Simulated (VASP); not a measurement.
# S (Pm-3m) in VASP: notebook, part 2 of 2

VASP 6.6.1. Earlier steps stand in the parts before.

### Step 4. Single point, PBE (volume scaled by 0.5)

File INCAR:

```
ALGO = Normal
EDIFF = 1E-6
ENCUT = 520
GGA = PE
ISIF = 2
ISMEAR = -1
LASPH = T
LCHARG = F
LREAL = F
LWAVE = F
NBANDS = 9
NELM = 80
PREC = Accurate
SIGMA = 0.1
```

File KPOINTS:

```
k-points
0
Gamma
  14 14 14
```

File POSCAR:

```
S
1.0
    2.0492619152      0.0000000000      0.0000000000
    0.0000000000      2.0492619152      0.0000000000
    0.0000000000      0.0000000000      2.0492619152
S
1
Direct
    0.0000000000      0.0000000000      0.0000000000
```

Potentials or basis: VASP PAW PBE potentials, release 64 (S).

On the command line:

```bash
cat potpaw_PBE.64/S/POTCAR > POTCAR
mpirun -np 1 vasp_std > vasp.out
```

OUTCAR:

```text
EDIFF = 1E-6
   ENCUT = 520
   GGA = PE
   ISIF = 2
   ISMEAR = -1
   LASPH = T
   LREAL = F
   NELM = 80
   PREC = Accurate

 ion  position               nearest neighbor table
   1  0.000  0.000  0.000-

  LATTYP: Found a simple cubic cell.
 ALAT       =     2.0492619152

  Lattice vectors:

 A1 = (   2.0492619152,   0.0000000000,   0.0000000000)
 A2 = (   0.0000000000,   2.0492619152,   0.0000000000)
 A3 = (   0.0000000000,   0.0000000000,   2.0492619152)

Analysis of symmetry for initial positions (statically):
=====================================================================
 Subroutine PRICEL returns:
 Original cell was already a primitive cell.

 Routine SETGRP: Setting up the symmetry group for a
 simple cubic supercell.

 Subroutine GETGRP returns: Found 48 space group operations
 (whereof 48 operations were pure point group operations)
 out of a pool of 48 trial point group operations.

The static configuration has the point symmetry O_h .

Analysis of symmetry for dynamics (positions and initial velocities):
=====================================================================
 Subroutine PRICEL returns:
[... 161 lines left out ...]

 k-point     1 :       0.0000    0.0000    0.0000
  band No.  band energies     occupation
      1      -6.6602      2.00000
      2      23.6158      0.00000
      3      23.6158      0.00000
      4      23.6158      0.00000
      5      24.0976      0.00000
      6      24.0976      0.00000
      7      37.7555      0.00000
      8      50.0157      0.00000
      9      50.0157      0.00000
[... 265 lines left out ...]
 k-point    24 :       0.3571    0.2143    0.0000
  band No.  band energies     occupation
      1      -1.1378      2.00000
      2       8.3686      2.00000
      3      16.9950      2.00000
      4      27.6750      0.00000
      5      27.8325      0.00000
      6      33.9385      0.00000
      7      38.7670      0.00000
      8      43.0343      0.00000
      9      45.4574      0.00000

 [... further k-points ...]

------------------------ aborting loop because EDIFF is reached ----------------------------------------

  FORCE on cell =-STRESS in cart. coord.  units (eV):
  Direction    XX          YY          ZZ          XY          YZ          ZX
  --------------------------------------------------------------------------------------
  -------------------------------------------------------------------------------------
  Total        8.3386554      8.3386554      8.3386554      0.0000000      0.0000000     -0.0000000
  in kB     1552.4377705   1552.4377705   1552.4377705      0.0000000      0.0000000     -0.0000000
  external PRESSURE =    1552.4377705 kB  Pullay stress =       0.0000000 kB

 VOLUME and BASIS-vectors are now :
 -----------------------------------------------------------------------------
  energy-cutoff  :      520.00
  volume of cell :        8.61
      direct lattice vectors                 reciprocal lattice vectors
     2.049261915  0.000000000  0.000000000     0.487980571  0.000000000  0.000000000
     0.000000000  2.049261915  0.000000000     0.000000000  0.487980571  0.000000000
     0.000000000  0.000000000  2.049261915     0.000000000  0.000000000  0.487980571

 POSITION                                       TOTAL-FORCE (eV/Angst)
 -----------------------------------------------------------------------------------
      0.00000      0.00000      0.00000         0.000000      0.000000      0.000000
 -----------------------------------------------------------------------------------
    total drift:                                0.000000     -0.000000     -0.000000

  FREE ENERGIE OF THE ION-ELECTRON SYSTEM (eV)
  ---------------------------------------------------
  free  energy   TOTEN  =        -0.7107911222 eV

  energy  without entropy=       -0.6973687908  energy(sigma->0) =       -0.70407996
```

stdout:

```text
POSCAR found type information on POSCAR S
 POSCAR found :  1 types and       1 ions
 scaLAPACK will be used
 LDA part: xc-table for (Slater+PW92), standard interpolation
 POSCAR, INCAR and KPOINTS ok, starting setup
 FFT: planning ... GRIDC
 FFT: planning ... GRID_SOFT
 FFT: planning ... GRID
 WAVECAR not read
 entering main loop
```

Run time: 2 s. Hardware: 1 thread of Intel Xeon 6975P-C (Granite Rapids), shared host; peak memory 0.11 GiB.

What came out:

- Free energy: -0.7108 eV
- Pressure: 155.2 GPa
- Band gap on the k mesh: zero (band 3 reaches 27.72 eV, above the bottom of band 4 at 15.99 eV)

### Step 5. Single point, PBE (volume scaled by 0.5)

File INCAR:

```
SYSTEM = S
PREC = Accurate ; ENCUT = 520
EDIFF = 1E-6 ; ISMEAR = -1
SIGMA = 0.1 ; LREAL = .FALSE.
LASPH = .TRUE. ; NELM = 100
ALGO = Normal ; ISIF = 2
LWAVE = .FALSE. ; LCHARG = .FALSE.
GGA = PE ; NBANDS = 9
```

File KPOINTS:

```
Automatic mesh
0
G
  14 14 14
  0 0 0
```

POSCAR is that of step 4.

On the command line:

```bash
cat potpaw_PBE.64/S/POTCAR > POTCAR
mpirun -np 1 vasp_std > vasp.out
```

Run time: 2 s. Hardware: 1 thread of Intel Xeon 6975P-C (Granite Rapids), shared host; peak memory 0.11 GiB.

The run converged. Its results:

| Quantity | Value |
| --- | --- |
| Free energy | -0.7108 eV |
| Pressure | 155.2 GPa |
| Band gap on the k mesh | zero (band 3 reaches 27.72 eV, above the bottom of band 4 at 15.99 eV) |

Levels at points of the mesh, in eV from the Fermi level:
| k point | band 1 | band 2 | band 3 | band 4 | band 5 | band 6 | band 7 |
| --- | --- | --- | --- | --- | --- | --- | --- |
| (0.00, 0.00, 0.00) | -26.66 | 3.61 | 3.61 | 3.61 | 4.10 | 4.10 | 17.75 |
| (0.50, 0.00, 0.00) | -19.98 | -16.74 | 7.72 | 8.10 | 8.10 | 15.07 | 15.07 |
| (0.50, 0.50, 0.00) | -12.53 | -11.66 | -11.66 | -4.01 | 12.37 | 18.75 | 18.75 |
| (0.50, 0.50, 0.50) | -6.97 | -6.97 | -6.97 | -2.21 | 1.21 | 1.21 | 1.21 |

### Step 6. Single point, PBE (volume scaled by 0.6)

File INCAR:

```
SYSTEM = S
ALGO = Normal
EDIFF = 1E-7
ENCUT = 520
GGA = PE
ISIF = 2
ISMEAR = -1
LASPH = .True.
LCHARG = .False.
LREAL = .False.
LWAVE = .False.
NBANDS = 9
NELM = 80
PREC = Accurate
SIGMA = 0.1
```

File KPOINTS:

```
k-points
0
Gamma
  14 14 14
  0 0 0
```

File POSCAR:

```
S
1.0
    2.1776657347      0.0000000000      0.0000000000
    0.0000000000      2.1776657347      0.0000000000
    0.0000000000      0.0000000000      2.1776657347
S
1
Direct
    0.0000000000      0.0000000000      0.0000000000
```

Potentials or basis: VASP PAW PBE potentials, release 64 (S).

On the command line:

```bash
cat potpaw_PBE.64/S/POTCAR > POTCAR
mpirun -np 1 vasp_std > vasp.out
```

Run time: 2.4 s. Hardware: 1 thread of Intel Xeon 6975P-C (Granite Rapids), shared host; peak memory 0.11 GiB.

The run converged. Its results:

| Quantity | Value |
| --- | --- |
| Free energy | -2.0172 eV |
| Pressure | 91.9 GPa |
| Band gap on the k mesh | zero (band 3 reaches 22.24 eV, above the bottom of band 4 at 11.26 eV) |

Levels at points of the mesh, in eV from the Fermi level:
```csv
k point,band 1,band 2,band 3,band 4,band 5,band 6,band 7
"(0.00, 0.00, 0.00)",-23.87,2.59,2.59,2.59,4.85,4.85,15.04
"(0.50, 0.00, 0.00)",-18.42,-14.33,6.03,6.03,7.96,14.39,14.39
"(0.50, 0.50, 0.00)",-12.49,-10.16,-10.16,-2.19,9.21,17.49,17.49
"(0.50, 0.50, 0.50)",-6.38,-6.38,-6.38,-4.95,2.37,2.37,2.37
```

### Step 7. The runs side by side

| cell | gap on the mesh (eV) | pressure (GPa) |
| --- | --- | --- |
| a = 1.902 Å, 1 atom | none | 329.8 |
| a = 2.049 Å, 1 atom | none | 155.2 |
| a = 2.178 Å, 1 atom | none | 91.9 |

Alike in all rows: task single point; level PBE; potentials or basis VASP PAW PBE potentials, release 64 (S); no spin polarisation; k mesh 14 × 14 × 14; cutoff (eV) 520; smearing fermi-dirac 0.1 eV.

Total energies depend on the potentials used, so only differences within one code and one set of settings carry meaning.
